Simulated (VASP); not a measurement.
Runs of VASP 6.6.1 on HfB2. The structure is hexagonal, space group P6/mmm (No. 191). Conventional cell: a = 3.140 Å, b = 3.140 Å, c = 3.480 Å, α = 90.00°, β = 90.00°, γ = 120.00°. Hf (site symmetry 6/mmm) has 12 B at 2.51 Å and 6 Hf at 3.14 Å within 3.3 Å. B (site symmetry -6m2) has 3 B at 1.81 Å within 2.4 Å. 

| level | potentials or basis | gap on the mesh (eV) | pressure (GPa) | largest force (eV/Å) |
| --- | --- | --- | --- | --- |
| LDA | VASP PAW LDA potentials, release 64 (Hf_pv, B) | none | -9.6 | 0.02 |
| revPBE | VASP PAW PBE potentials, release 64 (Hf_pv, B) | none | 4.2 | 0.02 |
| PBEsol | VASP PAW PBE potentials, release 64 (Hf_pv, B) | none | (a) | 0.02 |
| BLYP | VASP PAW PBE potentials, release 64 (Hf_pv, B) | none | 8.2 | 0.02 |

Alike in all rows: task single point; no spin polarisation; cell as given; k mesh 7 × 7 × 5, shifted; cutoff (eV) 560; smearing fermi-dirac 0.2 eV.

**Question.** Estimate the missing entries.

**Answer.** (a) -4.3.

Caveats: spin-orbit coupling is left out, which moves the levels of the heavy elements; the PAW data sets were made with another functional, which shifts forces and pressure a little (at least some runs); the cell stands under tension (at least some runs); the cell stands under pressure (at least some runs).

A k mesh can miss the band edges, and the runs leave out spin-orbit coupling on Hf.

A gap of «none» marks levels without a gap at the run's occupations.
